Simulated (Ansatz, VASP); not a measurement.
# AlNi: VASP beside Ansatz

```xyz
4
Lattice="0.0433 -0.0087 -2.9010 -0.0130 -2.9150 -0.0087 -5.9630 -0.0260 0.0867" Properties=species:S:1:pos:R:3 pbc="T T T"
Al   -6.3242   -0.2934    0.1809
Al   -2.7773   -0.1754   -0.0002
Ni   -4.4993   -1.1731   -1.3270
Ni   -1.2763   -1.3468   -1.5466
```

Change from the starting cell: cell x2, atoms moved at random (sigma 0.15 Å) and cell strained at random (1.5 %), then relaxed without symmetry.

Alike in both runs: task relaxation of cell and atoms; functional PBE; k mesh 8 × 8 × 4; occupations gaussian, width 0.2 eV; no spin polarisation.

|  | VASP | Ansatz |
| --- | --- | --- |
| version | VASP 6.6.1 | Ansatz 0.2.0 |
| potentials or method | VASP PAW PBE potentials, release 64 (Al, Ni), cutoff 600 eV | scalar-relativistic, plane waves, PAW |
| valence electrons in the cell | 26 | 42 |

Ansatz gave:

```
gap on the k mesh at the Fermi level, each at its own relaxed structure (eV)  : none
relaxed volume (Å³/atom)                                                      : 12.13
relaxed length of the cell vector where the two differ most in proportion (Å) : 2.901
```

Problem. Which values does VASP return?

Solution. gap on the k mesh at the Fermi level, each at its own relaxed structure (eV): none; relaxed volume (Å³/atom): 12.11; relaxed length of the cell vector where the two differ most in proportion (Å): 2.886.

A gap of «none» marks a metal or a gap that the smearing closes. VASP's potentials hold 26 valence electrons a cell and Ansatz's 42, so a difference there can come from the potentials and not from the codes.
